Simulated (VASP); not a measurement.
# AgCl (km) (Fm-3m) in VASP: single point with PBEsol

Aim: the single point of AgCl (km) with PBEsol.

Everything below comes from runs of VASP 6.6.1. Logs are shortened: lines on timing, memory, paths and dates and some standing lists are left out, and cuts for length are marked.

## Step 1: The cell of the first run

Symmetry: Fm-3m, No. 225, cubic system. Conventional cell: a = 5.448 Å, b = 5.448 Å, c = 5.448 Å, α = 90.00°, β = 90.00°, γ = 90.00°. Ag (site symmetry m-3m) has 6 Cl at 2.72 Å within 3.6 Å. Cl (site symmetry m-3m) has 6 Ag at 2.72 Å within 3.6 Å.

## Step 2: Single point, PBEsol

Input file INCAR:

```
SYSTEM = AgCl
ALGO = Normal ; EDIFF = 1E-6
ENCUT = 500 ; GGA = PS
GGA_COMPAT = .False. ; ISIF = 2
ISMEAR = 0 ; LASPH = .True.
LCHARG = .False. ; LREAL = .False.
LWAVE = .False. ; NBANDS = 16
NELM = 120 ; PREC = Accurate
SIGMA = 0.02
```

Input file KPOINTS:

```
k-points
0
Gamma
  4 4 4
  0 0 0
```

Input file POSCAR:

```
AgCl
1.0
    0.0000000000      2.7242195901      2.7242195901
    2.7242195901      0.0000000000      2.7242195901
    2.7242195901      2.7242195901      0.0000000000
Ag Cl
1 1
Direct
    0.0000000000      0.0000000000      0.0000000000
    0.5000000000      0.5000000000      0.5000000000
```

Potentials or basis: VASP PAW PBE potentials, release 64 (Ag, Cl).

The run is started by

```
$ cat potpaw_PBE.64/Ag/POTCAR potpaw_PBE.64/Cl/POTCAR > POTCAR
$ mpirun -np 1 vasp_std > vasp.out
```

OUTCAR:

```text
SYSTEM = AgCl
   EDIFF = 1E-6
   ENCUT = 500
   GGA = PS
   ISIF = 2
   ISMEAR = 0
   LASPH = .True.
   LREAL = .False.
   NELM = 120
   PREC = Accurate

 ion  position               nearest neighbor table
   1  0.000  0.000  0.000-   2 2.72   2 2.72   2 2.72   2 2.72   2 2.72   2 2.72
   2  0.500  0.500  0.500-   1 2.72   1 2.72   1 2.72   1 2.72   1 2.72   1 2.72

  LATTYP: Found a face centered cubic cell.
 ALAT       =     5.4484391802

  Lattice vectors:

 A1 = (   0.0000000000,   2.7242195901,   2.7242195901)
 A2 = (   2.7242195901,   0.0000000000,   2.7242195901)
 A3 = (   2.7242195901,   2.7242195901,   0.0000000000)

Analysis of symmetry for initial positions (statically):
=====================================================================
 Subroutine PRICEL returns:
 Original cell was already a primitive cell.

 Routine SETGRP: Setting up the symmetry group for a
 face centered cubic supercell.

 Subroutine GETGRP returns: Found 48 space group operations
 (whereof 48 operations were pure point group operations)
 out of a pool of 48 trial point group operations.

The static configuration has the point symmetry O_h .

Analysis of symmetry for dynamics (positions and initial velocities):
=====================================================================
 Subroutine PRICEL returns:
 Original cell was already a primitive cell.

 Routine SETGRP: Setting up the symmetry group for a
 face centered cubic supercell.

 Subroutine GETGRP returns: Found 48 space group operations
 (whereof 48 operations were pure point group operations)
 out of a pool of 48 trial point group operations.

The dynamic configuration has the point symmetry O_h .

 Subroutine INISYM returns: Found 48 space group operations
 (whereof 48 operations are pure point group operations),
 and found     1 'primitive' translations

----------------------------------------------------------------------------------------

                                     Primitive cell

  volume of cell :      40.4349

  direct lattice vectors                    reciprocal lattice vectors
     0.000000000  2.724219590  2.724219590    -0.183538802  0.183538802  0.183538802
     2.724219590  0.000000000  2.724219590     0.183538802 -0.183538802  0.183538802
     2.724219590  2.724219590  0.000000000     0.183538802  0.183538802 -0.183538802

  length of vectors
     3.852628291  3.852628291  3.852628291     0.317898530  0.317898530  0.317898530

  position of ions in fractional coordinates (direct lattice)
     0.000000000  0.000000000  0.000000000
     0.500000000  0.500000000  0.500000000

  ion indices of the primitive-cell ions
   primitive index   ion index
                 1           1
                 2           2

----------------------------------------------------------------------------------------

 KPOINTS: k-points

Automatic generation of k-mesh.
 Grid dimensions read from file:
 generate k-points for:    4    4    4

 Generating k-lattice:

  Cartesian coordinates                     Fractional coordinates (reciprocal lattice)
    -0.045884701  0.045884701  0.045884701     0.250000000  0.000000000  0.000000000
     0.045884701 -0.045884701  0.045884701     0.000000000  0.250000000  0.000000000
     0.045884701  0.045884701 -0.045884701     0.000000000  0.000000000  0.250000000

  Length of vectors
     0.079474633  0.079474633  0.079474633

  Shift w.r.t. Gamma in fractional coordinates (k-lattice)
     0.000000000  0.000000000  0.000000000

 Subroutine IBZKPT returns following result:
 ===========================================

 Found      8 irreducible k-points:

 Following reciprocal coordinates:
            Coordinates               Weight
  0.000000  0.000000  0.000000      1.000000
  0.250000  0.000000  0.000000      8.000000
  0.500000  0.000000  0.000000      4.000000
  0.250000  0.250000  0.000000      6.000000
  0.500000  0.250000  0.000000     24.000000
 -0.250000  0.250000  0.000000     12.000000
  0.500000  0.500000  0.000000      3.000000
 -0.250000  0.500000  0.250000      6.000000
   k-points           NKPTS =      8   k-points in BZ     NKDIM =      8   number of bands    NBANDS=     16
   number of dos      NEDOS =    301   number of ions     NIONS =      2
   total plane-waves  NPLWV =  21952
   dimension x,y,z NGX =    28 NGY =   28 NGZ =   28
   dimension x,y,z NGXF=    56 NGYF=   56 NGZF=   56
   ions per type =               1   1
   NGX,Y,Z   is equivalent  to a cutoff of  12.08, 12.08, 12.08 a.u.
   NGXF,Y,Z  is equivalent  to a cutoff of  24.16, 24.16, 24.16 a.u.
 SYSTEM =  AgCl
   PREC   = accura    normal or accurate (medium, high low for compatibility)
   ISTART =      0    job   : 0-new  1-cont  2-samecut
   ICHARG =      2    charge: 1-file 2-atom 10-const
   ISPIN  =      1    spin polarized calculation?
   LNONCOLLINEAR =      F non collinear calculations
   LSORBIT =      F    spin-orbit coupling
   LASPH  =      T    aspherical Exc in radial PAW
   ENCUT  =  500.0 eV  36.75 Ry    6.06 a.u.   7.02  7.02  7.02*2*pi/ulx,y,z
   NELM   =    120;   NELMIN=  2; NELMDL= -5     # of ELM steps
   EDIFF  = 0.1E-05   stopping-criterion for ELM
   LREAL  =      F    real-space projection
   EDIFFG = 0.1E-04   stopping-criterion for IOM
   NSW    =      0    number of steps for IOM
   IBRION =     -1    ionic relax: 0-MD 1-quasi-New 2-CG
   NFREE  =      0    steps in history (QN), initial steepest desc. (CG)
   ISIF   =      2    stress and relaxation
   ISYM   =      2    0-nonsym 1-usesym 2-fastsym
   POTIM  = 0.5000    time-step for ionic-motion
   TEBEG  =    0.0;   TEEND  =   0.0 temperature during run
   PSTRESS=    0.0 pullay stress
   NELECT =      18.0000    total number of electrons
   NUPDOWN=      -1.0000    fix difference up-down
   EMIN   =  10.00;   EMAX   =-10.00  energy-range for DOS
   EFERMI =   0.00;   METHOD = LEGACY
   ISMEAR =     0;   SIGMA  =   0.02  broadening in eV -4-tet -1-fermi 0-gaus
   EFERMI_NEDOS =   21; number of points for ismear=-14 and -15
   IALGO  =     38    algorithm
   IMIX   =      4    mixing-type and parameters
     AMIX     =   0.40;   BMIX     =  1.00
     AMIX_MAG =   1.60;   BMIX_MAG =  1.00
  volume/ion in A,a.u.               =      20.22       136.43
  Fermi-wavevector in a.u.,A,eV,Ry     =   1.250010  2.362177 21.259450  1.562525
  Thomas-Fermi vector in A             =   2.384024
   LORBIT       =      0    0 simple, 1 ext, 2 COOP (PROOUT), +10 PAW based schemes
   GGA     = PS    functional components
   LHFCALC =     F    Hartree Fock is set to
   AEXX    =    0.0000 exact exchange contribution
   IVDW    =     0    specifies the selected vdW correction
   LEPSILON=     F    determine dielectric tensor
   LRPA    =     F    only Hartree local field effects (RPA)
 non-spin polarized calculation
 Gauss-broadening in eV      SIGMA  =   0.02
  energy-cutoff  :      500.00
  volume of cell :       40.43
 maximum number of plane-waves:      1036
   NGX = 13   NGY = 13   NGZ = 13

 number of electron      18.0000003 magnetization

 Free energy of the ion-electron system (eV)
  ---------------------------------------------------
  ext. energy  EPLUGINS =         0.00000000
  ---------------------------------------------------
  free energy    TOTEN  =        -6.04395113 eV

  energy without entropy =       -6.04395113  energy(sigma->0) =       -6.04395113

 E-fermi :   4.6015     XC(G=0): -10.4936

 val. band max:        4.4209767245   @ k =   0.5000   0.0000   0.0000
 cond. band min:       5.1374879579   @ k =   0.0000   0.0000   0.0000
 fundamental gap:      0.7165112335
 Fermi energy:         4.6015176656

 k-point     1 :       0.0000    0.0000    0.0000
  band No.  band energies     occupation
      1     -11.0896      2.00000
      2       1.7069      2.00000
      3       1.7069      2.00000
      4       1.7069      2.00000
      5       1.7512      2.00000
      6       1.7512      2.00000
      7       1.8673      2.00000
      8       1.8673      2.00000
      9       1.8673      2.00000
     10       5.1375      0.00000
     11      15.1413      0.00000
     12      15.1413      0.00000
     13      15.1413      0.00000
     14      16.4092      0.00000
     15      17.8900      0.00000
     16      17.8900      0.00000

 k-point     2 :       0.2500    0.0000    0.0000
  band No.  band energies     occupation
      1     -10.8381      2.00000
      2      -0.1911      2.00000
      3       0.3911      2.00000
      4       0.3911      2.00000
      5       1.9172      2.00000
      6       1.9172      2.00000
      7       2.1998      2.00000
      8       3.5240      2.00000
      9       3.5240      2.00000
     10       7.2622      0.00000
     11      12.0641      0.00000
     12      13.4689      0.00000
     13      13.4689      0.00000
     14      16.6308      0.00000
     15      16.6308      0.00000
     16      16.9796      0.00000

 k-point     3 :       0.5000    0.0000    0.0000
  band No.  band energies     occupation
      1     -10.5590      2.00000
      2      -1.3619      2.00000
      3      -0.1390      2.00000
      4      -0.1390      2.00000
      5       2.1373      2.00000
      6       2.1373      2.00000
      7       2.4815      2.00000
      8       4.4210      2.00000
      9       4.4210      2.00000
     10       8.2970      0.00000
     11      11.1566      0.00000
     12      11.8383      0.00000
     13      11.8383      0.00000
     14      17.9369      0.00000
     15      18.0726      0.00000
     16      18.0726      0.00000

 k-point     4 :       0.2500    0.2500    0.0000
  band No.  band energies     occupation
      1     -10.7894      2.00000
      2      -0.4909      2.00000
      3       1.0498      2.00000
      4       1.0498      2.00000
      5       1.5096      2.00000
      6       1.8599      2.00000
      7       2.4838      2.00000
      8       2.4838      2.00000
      9       2.9308      2.00000
     10       7.8394      0.00000
     11      11.6511      0.00000
     12      12.9568      0.00000
     13      14.5030      0.00000
     14      14.5030      0.00000
     15      18.9104      0.00000
     16      20.7302      0.00000

 k-point     5 :       0.5000    0.2500    0.0000
  band No.  band energies     occupation
      1     -10.5537      2.00000
      2      -0.7122      2.00000
      3      -0.0214      2.00000
      4       0.2458      2.00000
      5       1.8611      2.00000
      6       2.1932      2.00000
      7       2.3958      2.00000
      8       3.2704      2.00000
      9       3.3329      2.00000
     10       8.2855      0.00000
     11      10.8111      0.00000
     12      12.4816      0.00000
     13      13.6503      0.00000
     14      16.3527      0.00000
     15      18.7009      0.00000
     16      19.7521      0.00000

 k-point     6 :      -0.2500    0.2500    0.0000
  band No.  band energies     occupation
      1     -10.6055      2.00000
      2      -0.8533      2.00000
      3      -0.0586      2.00000
      4       0.2700      2.00000
      5       2.0183      2.00000
      6       2.1249      2.00000
      7       2.5676      2.00000
      8       2.6077      2.00000
      9       4.3373      2.00000
     10       9.3796      0.00000
     11      10.2240      0.00000
     12      11.9814      0.00000
     13      12.7037      0.00000
     14      16.3097      0.00000
     15      18.6670      0.00000
     16      20.3995      0.00000

 k-point     7 :       0.5000    0.5000    0.0000
  band No.  band energies     occupation
      1     -10.5461      2.00000
      2      -0.3777      2.00000
      3       1.0418      2.00000
      4       1.0418      2.00000
      5       1.3170      2.00000
      6       1.9705      2.00000
      7       2.2753      2.00000
      8       2.2753      2.00000
      9       2.3976      2.00000
     10       6.5552      0.00000
     11      12.1955      0.00000
     12      13.0543      0.00000
     13      16.0421      0.00000
     14      16.0421      0.00000
     15      19.5924      0.00000
     16      19.5924      0.00000

 k-point     8 :      -0.2500    0.5000    0.2500
  band No.  band energies     occupation
      1     -10.5028      2.00000
      2      -0.1937      2.00000
      3      -0.0095      2.00000
      4      -0.0095      2.00000
      5       2.2245      2.00000
      6       2.2245      2.00000
      7       2.2757      2.00000
      8       2.2894      2.00000
      9       3.0714      2.00000
     10       8.5881      0.00000
     11      12.1524      0.00000
     12      12.1524      0.00000
     13      12.3016      0.00000
     14      17.9964      0.00000
     15      17.9964      0.00000
     16      19.5514      0.00000

------------------------ aborting loop because EDIFF is reached ----------------------------------------

  FORCE on cell =-STRESS in cart. coord.  units (eV):
  Direction    XX          YY          ZZ          XY          YZ          ZX
  --------------------------------------------------------------------------------------
  -------------------------------------------------------------------------------------
  Total        0.0250091      0.0250091      0.0250091      0.0000000      0.0000000      0.0000000
  in kB        0.9909525      0.9909525      0.9909525      0.0000000      0.0000000      0.0000000
  external PRESSURE =       0.9909525 kB  Pullay stress =       0.0000000 kB

 VOLUME and BASIS-vectors are now :
 -----------------------------------------------------------------------------
  energy-cutoff  :      500.00
  volume of cell :       40.43
      direct lattice vectors                 reciprocal lattice vectors
     0.000000000  2.724219590  2.724219590    -0.183538802  0.183538802  0.183538802
     2.724219590  0.000000000  2.724219590     0.183538802 -0.183538802  0.183538802
     2.724219590  2.724219590  0.000000000     0.183538802  0.183538802 -0.183538802

 POSITION                                       TOTAL-FORCE (eV/Angst)
 -----------------------------------------------------------------------------------
      0.00000      0.00000      0.00000         0.000000      0.000000     -0.000000
      2.72422      2.72422      2.72422         0.000000     -0.000000      0.000000
 -----------------------------------------------------------------------------------
    total drift:                                0.000000      0.000000      0.000000

  FREE ENERGIE OF THE ION-ELECTRON SYSTEM (eV)
  ---------------------------------------------------
  free  energy   TOTEN  =        -6.0439511312 eV

  energy  without entropy=       -6.0439511312  energy(sigma->0) =       -6.04395113
```

Wall time 7.2 s (1 thread of AMD EPYC 9R45 (Zen 5), shared host); peak memory 0.12 GiB.

What came out:

```
Free energy            : -6.0440 eV
Pressure               : 0.1 GPa
Band gap on the k mesh : 0.72 eV, indirect (least direct gap 3.27 eV)
```

Caveat: the k points lie up to 0.50 Å⁻¹ apart; the PAW data sets were made with another functional, which shifts forces and pressure a little. A k mesh can miss the band edges.
